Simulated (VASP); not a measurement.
# Pt10Se17 (a cell with a defect) in VASP: single point with PBE

Aim: the single point of Pt10Se17 (a cell with a defect) with PBE.

Program: VASP 6.6.1. These are calculated values, not measurements. Logs are shortened: lines on timing, memory, paths and dates and some standing lists are left out, and cuts for length are marked.

## 1. The cell of the first run

The cell holds a defect, 27 atoms: a = 9.192 Å, b = 9.192 Å, c = 9.192 Å, α = 75.50°, β = 75.50°, γ = 75.50°.

## 2. Single point, PBE

Contents of INCAR:

```
SYSTEM = Pt10Se17
ALGO = Normal
EDIFF = 1E-6
ENCUT = 520
GGA = PE
ISIF = 2
ISMEAR = 0
LASPH = .True.
LCHARG = .False.
LREAL = Auto
LWAVE = .False.
NBANDS = 120
NELM = 100
PREC = Accurate
SIGMA = 0.01
```

Contents of KPOINTS:

```
Automatic mesh
0
Gamma
  2 2 2
  0.5 0.5 0.5
```

Contents of POSCAR:

```
Pt10Se17
1.0
   -5.6273392766     -3.2489458462      6.5013337589
    5.6273392766     -3.2489458462      6.5013337589
    0.0000000000      6.4978916924      6.5013337589
Pt Se
10 17
Direct
    0.6664061706      0.3334931340      0.0005931489
    0.6674079733     -0.0000784068      0.3347359293
    0.3334162420      0.6663943719      0.0007084094
    0.9996334665      0.9997924689      0.0007879342
    0.3335964852      0.3334318528      0.3335698933
    0.6676695119      0.6674156838      0.6673326907
    0.3335850446     -0.0003297441      0.6669464395
    1.0001238579      0.6676012329      0.3348024300
    0.9998980212      0.3335458141      0.6669216014
    0.7055804133      0.7053473764      0.3728576789
    0.7107809871      0.3783672752      0.7091788518
    0.3784027782      0.0421023037      0.3777551020
    0.0421708628      0.3785109992      0.3778235482
    0.3785987433      0.7105502405      0.7092412577
    0.7104601681      0.0420067941      0.0456239896
    0.3772038266      0.3772198006      0.0442771754
    0.0438174737      0.0438700659      0.7110234050
    0.0418630562      0.7107011353      0.0457368117
    0.6228773946      0.2899013692      0.2897629216
    0.6235041180      0.9548672474      0.6221361739
    0.2901877636      0.6226761670      0.2898360810
    0.9548706265      0.9548539950      0.2907460492
    0.2892452769      0.2890332028      0.6228956683
    0.6226148577      0.6227652349      0.9573788926
    0.2889985427      0.9557348740      0.9563123902
    0.9550443083      0.6234726336      0.6222630374
    0.9557441155      0.2890582960      0.9562275297
```

Potentials or basis: VASP PAW PBE potentials, release 64 (Pt, Se).

Command:

```bash
$ cat potpaw_PBE.64/Pt/POTCAR potpaw_PBE.64/Se/POTCAR > POTCAR
$ mpirun -np 1 vasp_std > vasp.out
```

OUTCAR:

```text
SYSTEM = Pt10Se17
   EDIFF = 1E-6
   ENCUT = 520
   GGA = PE
   ISIF = 2
   ISMEAR = 0
   LASPH = .True.
   LREAL = Auto
   NELM = 100
   PREC = Accurate

 ion  position               nearest neighbor table
   1  0.666  0.333  0.001-  19 2.53  16 2.53  27 2.53  24 2.53  11 2.55  15 2.55
   2  0.667  1.000  0.335-  20 2.51  22 2.51  12 2.53  15 2.53  19 2.54  10 2.59
   3  0.333  0.666  0.001-  21 2.53  16 2.53  24 2.53  25 2.53  14 2.55  18 2.55
   4  1.000  1.000  0.001-  18 2.53  27 2.53  15 2.53  25 2.53  17 2.53  22 2.54
   5  0.334  0.333  0.334-  23 2.53  21 2.53  19 2.53  16 2.53  12 2.55  13 2.55
   6  0.668  0.667  0.667-  26 2.51  20 2.51  11 2.53  14 2.53  24 2.54  10 2.59
   7  0.334  1.000  0.667-  14 2.53  12 2.53  25 2.53  23 2.53  17 2.53  20 2.54
   8  0.000  0.668  0.335-  22 2.51  26 2.51  18 2.53  13 2.53  21 2.54  10 2.59
   9  1.000  0.334  0.667-  13 2.53  11 2.53  27 2.53  23 2.53  17 2.53  26 2.54
  10  0.706  0.705  0.373-   6 2.59   2 2.59   8 2.59
  11  0.711  0.378  0.709-   9 2.53   6 2.53   1 2.55
  12  0.378  0.042  0.378-   2 2.53   7 2.53   5 2.55
  13  0.042  0.379  0.378-   9 2.53   8 2.53   5 2.55
  14  0.379  0.711  0.709-   7 2.53   6 2.53   3 2.55
  15  0.710  0.042  0.046-   4 2.53   2 2.53   1 2.55
[... 10 lines left out ...]
  26  0.955  0.623  0.622-   6 2.51   8 2.51   9 2.54
  27  0.956  0.289  0.956-   4 2.53   9 2.53   1 2.53

  LATTYP: Found a trigonal (rhomboedric) cell.
 ALAT       =     9.1918407890
 COS(alpha) =     0.2503971852

  Lattice vectors:

 A1 = (  -5.6273392766,  -3.2489458462,   6.5013337589)
 A2 = (   5.6273392766,  -3.2489458462,   6.5013337589)
 A3 = (   0.0000000000,   6.4978916924,   6.5013337589)

Analysis of symmetry for initial positions (statically):
=====================================================================
 Subroutine PRICEL returns:
 Original cell was already a primitive cell.

 Routine SETGRP: Setting up the symmetry group for a
 trigonal (rhombohedral) supercell.

 Subroutine GETGRP returns: Found  1 space group operations
 (whereof  1 operations were pure point group operations)
 out of a pool of 12 trial point group operations.

The static configuration has the point symmetry C_1 .

Analysis of symmetry for dynamics (positions and initial velocities):
=====================================================================
 Subroutine PRICEL returns:
 Original cell was already a primitive cell.

 Routine SETGRP: Setting up the symmetry group for a
 trigonal (rhombohedral) supercell.

 Subroutine GETGRP returns: Found  1 space group operations
 (whereof  1 operations were pure point group operations)
 out of a pool of 12 trial point group operations.

The dynamic configuration has the point symmetry C_1 .

 Subroutine INISYM returns: Found  1 space group operations
 (whereof  1 operations are pure point group operations),
 and found     1 'primitive' translations

----------------------------------------------------------------------------------------

                                     Primitive cell

  volume of cell :     713.1802

  direct lattice vectors                    reciprocal lattice vectors
    -5.627339277 -3.248945846  6.501333759    -0.088851938 -0.051298690  0.051271531
     5.627339277 -3.248945846  6.501333759     0.088851938 -0.051298690  0.051271531
     0.000000000  6.497891692  6.501333759     0.000000000  0.102597381  0.051271531

  length of vectors
     9.191840789  9.191840789  9.191840789     0.114695215  0.114695215  0.114695215

  position of ions in fractional coordinates (direct lattice)
     0.666406171  0.333493134  0.000593149
     0.667407973  0.999921593  0.334735929
     0.333416242  0.666394372  0.000708409
     0.999633467  0.999792469  0.000787934
     0.333596485  0.333431853  0.333569893
     0.667669512  0.667415684  0.667332691
[... 19 lines left out ...]
     0.955044308  0.623472634  0.622263037
     0.955744116  0.289058296  0.956227530

  ion indices of the primitive-cell ions
   primitive index   ion index
                 1           1
                 2           2
                 3           3
                 4           4
                 5           5
                 6           6
[... 19 lines left out ...]
                26          26
                27          27

----------------------------------------------------------------------------------------

 KPOINTS: Automatic mesh

Automatic generation of k-mesh.
 Grid dimensions read from file:
 generate k-points for:    2    2    2

 Generating k-lattice:

  Cartesian coordinates                     Fractional coordinates (reciprocal lattice)
    -0.044425969 -0.025649345  0.025635765     0.500000000  0.000000000 -0.000000000
     0.044425969 -0.025649345  0.025635765     0.000000000  0.500000000 -0.000000000
     0.000000000  0.051298690  0.025635765    -0.000000000 -0.000000000  0.500000000

  Length of vectors
     0.057347608  0.057347608  0.057347608

  Shift w.r.t. Gamma in fractional coordinates (k-lattice)
     0.500000000  0.500000000  0.500000000

 Subroutine IBZKPT returns following result:
 ===========================================

 Found      4 irreducible k-points:

 Following reciprocal coordinates:
            Coordinates               Weight
  0.250000  0.250000  0.250000      2.000000
 -0.250000  0.250000  0.250000      2.000000
  0.250000 -0.250000  0.250000      2.000000
  0.250000  0.250000 -0.250000      2.000000
   k-points           NKPTS =      4   k-points in BZ     NKDIM =      4   number of bands    NBANDS=    120
   number of dos      NEDOS =    301   number of ions     NIONS =     27
   total plane-waves  NPLWV = 343000
   dimension x,y,z NGX =    70 NGY =   70 NGZ =   70
   dimension x,y,z NGXF=   140 NGYF=  140 NGZF=  140
   ions per type =              10  17
   NGX,Y,Z   is equivalent  to a cutoff of  12.66, 12.66, 12.66 a.u.
   NGXF,Y,Z  is equivalent  to a cutoff of  25.32, 25.32, 25.32 a.u.
 SYSTEM =  Pt10Se17
   PREC   = accura    normal or accurate (medium, high low for compatibility)
   ISTART =      0    job   : 0-new  1-cont  2-samecut
   ICHARG =      2    charge: 1-file 2-atom 10-const
   ISPIN  =      1    spin polarized calculation?
   LNONCOLLINEAR =      F non collinear calculations
   LSORBIT =      F    spin-orbit coupling
   LASPH  =      T    aspherical Exc in radial PAW
   ENCUT  =  520.0 eV  38.22 Ry    6.18 a.u.  17.09 17.09 17.09*2*pi/ulx,y,z
   NELM   =    100;   NELMIN=  2; NELMDL= -5     # of ELM steps
   EDIFF  = 0.1E-05   stopping-criterion for ELM
   LREAL  =      T    real-space projection
   EDIFFG = 0.1E-04   stopping-criterion for IOM
   NSW    =      0    number of steps for IOM
[... 5 lines left out ...]
   TEBEG  =    0.0;   TEEND  =   0.0 temperature during run
   PSTRESS=    0.0 pullay stress
   NELECT =     202.0000    total number of electrons
   NUPDOWN=      -1.0000    fix difference up-down
   EMIN   =  10.00;   EMAX   =-10.00  energy-range for DOS
   EFERMI =   0.00;   METHOD = LEGACY
   ISMEAR =     0;   SIGMA  =   0.01  broadening in eV -4-tet -1-fermi 0-gaus
   EFERMI_NEDOS =   21; number of points for ismear=-14 and -15
   IALGO  =     38    algorithm
   IMIX   =      4    mixing-type and parameters
     AMIX     =   0.40;   BMIX     =  1.00
     AMIX_MAG =   1.60;   BMIX_MAG =  1.00
  volume/ion in A,a.u.               =      26.41       178.25
  Fermi-wavevector in a.u.,A,eV,Ry     =   1.075125  2.031691 15.726882  1.155893
  Thomas-Fermi vector in A             =   2.210972
   LORBIT       =      0    0 simple, 1 ext, 2 COOP (PROOUT), +10 PAW based schemes
   GGA     = PE    functional components
   LHFCALC =     F    Hartree Fock is set to
   AEXX    =    0.0000 exact exchange contribution
   IVDW    =     0    specifies the selected vdW correction
   LEPSILON=     F    determine dielectric tensor
   LRPA    =     F    only Hartree local field effects (RPA)
 non-spin polarized calculation
 Gauss-broadening in eV      SIGMA  =   0.01
  energy-cutoff  :      520.00
  volume of cell :      713.18
 maximum number of plane-waves:     19212
 NGX is ok and might be reduce to    70
   NGX = 35   NGY = 35   NGZ = 35

 number of electron     202.0000000 magnetization

 Free energy of the ion-electron system (eV)
  ---------------------------------------------------
  ext. energy  EPLUGINS =         0.00000000
  ---------------------------------------------------
  free energy    TOTEN  =      -129.57338398 eV

  energy without entropy =     -129.57338398  energy(sigma->0) =     -129.57338398

 E-fermi :   3.1063     XC(G=0):  -9.0435

 val. band max:        3.0234308125   @ k =   0.2500   0.2500  -0.2500
 cond. band min:       4.1411099205   @ k =   0.2500   0.2500  -0.2500
 fundamental gap:      1.1176791080
 Fermi energy:         3.1062758331

 k-point     1 :       0.2500    0.2500    0.2500
  band No.  band energies     occupation
      1     -11.0152      2.00000
      2     -10.1493      2.00000
      3     -10.1481      2.00000
      4     -10.1478      2.00000
      5     -10.1025      2.00000
      6     -10.1022      2.00000
[... 105 lines left out ...]
    112       4.8436      0.00000
    113       5.0328      0.00000

 k-point     2 :      -0.2500    0.2500    0.2500
  band No.  band energies     occupation
      1     -10.7974      2.00000
      2     -10.6968      2.00000
      3     -10.3132      2.00000
      4     -10.2299      2.00000
      5      -9.7370      2.00000
      6      -9.7335      2.00000
[... 105 lines left out ...]
    112       4.8729      0.00000
    113       5.0460      0.00000

 k-point     3 :       0.2500   -0.2500    0.2500
  band No.  band energies     occupation
      1     -10.7976      2.00000
      2     -10.6964      2.00000
      3     -10.3132      2.00000
      4     -10.2303      2.00000
      5      -9.7364      2.00000
      6      -9.7339      2.00000
[... 105 lines left out ...]
    112       4.8727      0.00000
    113       5.0463      0.00000

 k-point     4 :       0.2500    0.2500   -0.2500
  band No.  band energies     occupation
      1     -10.7974      2.00000
      2     -10.6967      2.00000
      3     -10.3132      2.00000
      4     -10.2300      2.00000
      5      -9.7369      2.00000
      6      -9.7331      2.00000
[... 105 lines left out ...]
    112       4.8735      0.00000
    113       5.0460      0.00000
 [bands above 113 left out]

------------------------ aborting loop because EDIFF is reached ----------------------------------------

  FORCE on cell =-STRESS in cart. coord.  units (eV):
  Direction    XX          YY          ZZ          XY          YZ          ZX
  --------------------------------------------------------------------------------------
  -------------------------------------------------------------------------------------
  Total       -3.7864087     -3.8310401     -2.9673222     -0.0148123     -0.0265505      0.0272291
  in kB       -8.5062627     -8.6065282     -6.6661642     -0.0332761     -0.0596464      0.0611710
  external PRESSURE =      -7.9263183 kB  Pullay stress =       0.0000000 kB

 VOLUME and BASIS-vectors are now :
 -----------------------------------------------------------------------------
  energy-cutoff  :      520.00
  volume of cell :      713.18
      direct lattice vectors                 reciprocal lattice vectors
    -5.627339277 -3.248945846  6.501333759    -0.088851938 -0.051298690  0.051271531
     5.627339277 -3.248945846  6.501333759     0.088851938 -0.051298690  0.051271531
     0.000000000  6.497891692  6.501333759     0.000000000  0.102597381  0.051271531

 POSITION                                       TOTAL-FORCE (eV/Angst)
 -----------------------------------------------------------------------------------
     -1.87341     -3.24476      6.50454        -0.000256      0.007310      0.002232
      1.87117     -3.24199     13.01610        -0.021782      0.004398     -0.005908
      1.87378     -3.24373      6.50471        -0.000047     -0.001799      0.000150
      0.00089     -6.49091     13.00406        -0.006056      0.004552      0.000015
     -0.00093      0.00036      6.50522         0.004742     -0.005532      0.002863
     -0.00143     -0.00136     13.01839         0.010640     -0.015408     -0.016736
[... 19 lines left out ...]
     -1.86587     -1.08512     14.30801        -0.001806     -0.010026     -0.001872
     -3.75167      2.16917     14.30963         0.000006     -0.000351      0.002138
 -----------------------------------------------------------------------------------
    total drift:                                0.004577     -0.001694      0.010285

  FREE ENERGIE OF THE ION-ELECTRON SYSTEM (eV)
  ---------------------------------------------------
  free  energy   TOTEN  =      -129.5733839833 eV

  energy  without entropy=     -129.5733839833  energy(sigma->0) =     -129.57338398
```

Wall time 14 min (1 thread of Oxide Virtual Turin-like, shared host); peak memory 0.74 GiB.

Results:

| Property | Result |
| --- | --- |
| Free energy | -129.5734 eV |
| Pressure | -0.8 GPa |
| Largest force | 0.030 eV/Å |
| Band gap on the k mesh | 1.12 eV |

Forces in eV/Å, atoms in the order of the input:
```
Pt   0.000  0.007  0.002
Pt  -0.022  0.004 -0.006
Pt   0.000 -0.002  0.000
Pt  -0.006  0.005  0.000
Pt   0.005 -0.006  0.003
Pt   0.011 -0.015 -0.017
Pt  -0.003 -0.004  0.007
Pt   0.008  0.017 -0.023
Pt   0.009 -0.001  0.005
Pt  -0.002  0.002  0.010
Se   0.000  0.007  0.004
Se  -0.006  0.005 -0.002
Se   0.003 -0.003 -0.003
Se   0.008  0.011 -0.003
Se  -0.001 -0.003  0.010
Se  -0.001 -0.004 -0.001
Se  -0.005 -0.001  0.002
Se  -0.011  0.000  0.007
Se   0.011 -0.004  0.003
Se   0.001 -0.008 -0.003
Se   0.000 -0.005  0.004
Se   0.009 -0.011  0.008
Se   0.000  0.009 -0.006
Se  -0.006  0.013  0.003
Se   0.002 -0.002 -0.004
Se  -0.002 -0.010 -0.002
Se   0.000  0.000  0.002
```

Caveat: spin-orbit coupling is left out, which moves the levels of the heavy elements.
